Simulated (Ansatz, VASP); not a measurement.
## CuSb2 in VASP and in Ansatz

Contents of INCAR:

```
ALGO = Normal ; EDIFF = 1E-6
ENCUT = 520 ; ISIF = 2
ISMEAR = 0 ; LASPH = True
LCHARG = False ; LREAL = False
LWAVE = False ; NBANDS = 18
NELM = 100 ; PREC = Accurate
SIGMA = 0.05
```

The input KPOINTS:

```
k-points
0
Gamma
  10 10 8
```

Contents of POSCAR:

```
CuSb2
1.0
    4.0319689635      0.0000000000      0.0000000000
   -2.0159844818      3.4917875497      0.0000000000
    0.0000000000      0.0000000000      4.9605841529
Cu Sb
1 2
Direct
    0.0000000000      0.0000000000      0.0000000000
    0.3333333333      0.6666666667      0.2588614725
    0.6666666667      0.3333333333      0.7411385275
```

Input for Ansatz:

```yaml
crystal:
  lattice:
    - [4.0319689635, 0.0, 0.0]
    - [-2.0159844818, 3.4917875497, 0.0]
    - [0.0, 0.0, 4.9605841529]
  atoms:
    - { symbol: Cu, position: [0.0, 0.0, 0.0] }
    - { symbol: Sb, position: [0.3333333333, 0.6666666667, 0.2588614725] }
    - { symbol: Sb, position: [0.6666666667, 0.3333333333, 0.7411385275] }
basis:
  ecutwfc: 420
  ecutrho_ratio: 4
kpoints:
  mp_grid: { grid: [10, 10, 8] }
hamiltonian:
  xc: lda
scf:
  occupations: { method: gaussian, width: 0.05 }
output:
  forces: true
  stress: true
  eigenvalues: true
  populations: true
```

Alike in both runs: task single point; functional LDA; k mesh 10 × 10 × 8; occupations gaussian, width 0.05 eV; no spin polarisation.

|  | VASP | Ansatz |
| --- | --- | --- |
| version | VASP 6.6.1 | Ansatz 0.2.0 |
| potentials or method | VASP PAW LDA potentials, release 64 (Cu, Sb), cutoff 520 eV | scalar-relativistic, plane waves, PAW |
| valence electrons in the cell | 21 | 49 |

```tsv
	VASP	Ansatz	Ansatz less VASP
gap on the k mesh at the Fermi level (eV)	none	none	-
pressure (GPa)	-5.5	-5.6	-0.13
traceless stress, the component that is largest in VASP (GPa)	0.49	0.55	+0.061
rms of the force components (eV/Å)	0.101	0.121	+0.0197
```

LDA's correlation is that of Perdew and Zunger in VASP and of Perdew and Wang (1992) in Ansatz. Atom by atom the forces differ by 0.020 eV/Å (rms over components). A gap of «none» marks a metal or a gap that the smearing closes. VASP's potentials hold 21 valence electrons a cell and Ansatz's 49, so a difference there can come from the potentials and not from the codes.

Spin-orbit coupling is off throughout.
